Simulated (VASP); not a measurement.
Write the native input for VASP 6.6.1 that does the following.

```yaml
Task: single point
Functional: PBE
Potentials_or_basis: VASP PAW PBE potentials, release 64 (Pb_d, Se)
Cutoff: 520 eV
k_mesh: 8 × 8 × 8
Occupations: fermi-dirac, width 0.02 eV
Spin: no spin polarisation
Dipole_correction: no
Further_INCAR_settings: ALGO = Normal; EDIFF = 1e-06; NBANDS = 17
```

The structure of PbSe (Clausthalite) lies in POSCAR:

```
PbSe
1.0
    0.0000000000      3.0606500000      3.0606500000
    3.0606500000      0.0000000000      3.0606500000
    3.0606500000      3.0606500000      0.0000000000
Pb Se
1 1
Direct
    0.0000000000      0.0000000000      0.0000000000
    0.5000000000      0.5000000000      0.5000000000
```

These files were run (other wordings do the same):

INCAR

```
SYSTEM = PbSe
PREC     = Accurate       ! precision mode
ENCUT    = 520            ! plane-wave cutoff, eV
EDIFF    = 1E-6           ! SCF threshold, eV
ISMEAR   = -1             ! smearing method
SIGMA    = 0.02           ! smearing width, eV
LREAL    = .False.        ! projectors in reciprocal space
LASPH    = .True.         ! aspherical terms in the spheres
NELM     = 60             ! most SCF steps
ALGO     = Normal         ! electronic algorithm
ISIF     = 2              ! what is computed and relaxed
LWAVE    = .False.        ! write WAVECAR
LCHARG   = .False.        ! write CHGCAR
GGA      = PE             ! functional
NBANDS   = 17             ! bands
```

KPOINTS

```
regular mesh
0
Gamma
  8 8 8
  0 0 0
```

Potentials or basis: VASP PAW PBE potentials, release 64 (Pb_d, Se).

Run with:

```sh
$ cat potpaw_PBE.64/Pb_d/POTCAR potpaw_PBE.64/Se/POTCAR > POTCAR
$ mpirun -np 1 vasp_std > vasp.out
```

Results of the run:

| Item | Value |
| --- | --- |
| Pressure | 2.4 GPa |
| Band gap on the k mesh | 0.29 eV, direct |

Caveat: spin-orbit coupling is left out, which moves the levels of the heavy elements.

Wall time 47 s on 1 thread of AMD EPYC 7R13, with other jobs on the host, peak memory 0.16 GiB.
